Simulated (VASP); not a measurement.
MgB2:

```
Mg B
1.0
     3.08500    0.00000    0.00000
    -1.54250    2.67169    0.00000
     0.00000    0.00000    3.52300
Mg B
1 2
Direct
  0.00000 0.00000 0.00000
  0.66667 0.33333 0.50000
  0.33333 0.66667 0.50000
```

- Program: VASP 6.6.1
- Task: relaxation of cell and atoms
- Functional: r2SCAN
- Dispersion: D3(BJ)
- Potentials or basis: VASP PAW PBE potentials, release 64 (Mg, B)
- Cutoff: 600 eV
- k mesh: 10 × 10 × 8
- Occupations: fermi-dirac, width 0.05 eV
- Spin: no spin polarisation

At the start: pressure -4.8 GPa; volume 9.68 Å³/atom.

Problem. Where does the relaxation end?

Solution. Over 5 steps the energy falls by 4.9 meV/atom and the volume is 9.36 Å³/atom (-3.3 %); space group P6/mmm (No. 191, to 0.05 Å).

Step by step:
```
step  energy change (eV)  largest force (eV/Å)  pressure (GPa)  volume (Å³)
   1              0.0000                0.0000           -4.76        29.04
   2             -0.0121                0.0000            1.78        27.84
   3             -0.0137                0.0000            0.04        28.14
   4             -0.0146                0.0000            0.03        28.10
   5             -0.0147                0.0000            0.02        28.08
```

Final structure:
```yaml
crystal:
  lattice:
    - [3.06000, 0.00000, 0.00000]
    - [-1.53000, 2.65004, 0.00000]
    - [0.00000, 0.00000, 3.46295]
  atoms:
    - { symbol: Mg, position: [0.00000, 0.00000, 0.00000] }
    - { symbol: B, position: [0.66667, 0.33333, 0.50000] }
    - { symbol: B, position: [0.33333, 0.66667, 0.50000] }
```

Caveat: the PAW data sets were made with another functional, which shifts forces and pressure a little; pairwise dispersion overbinds metals, which lowers pressure and volume.
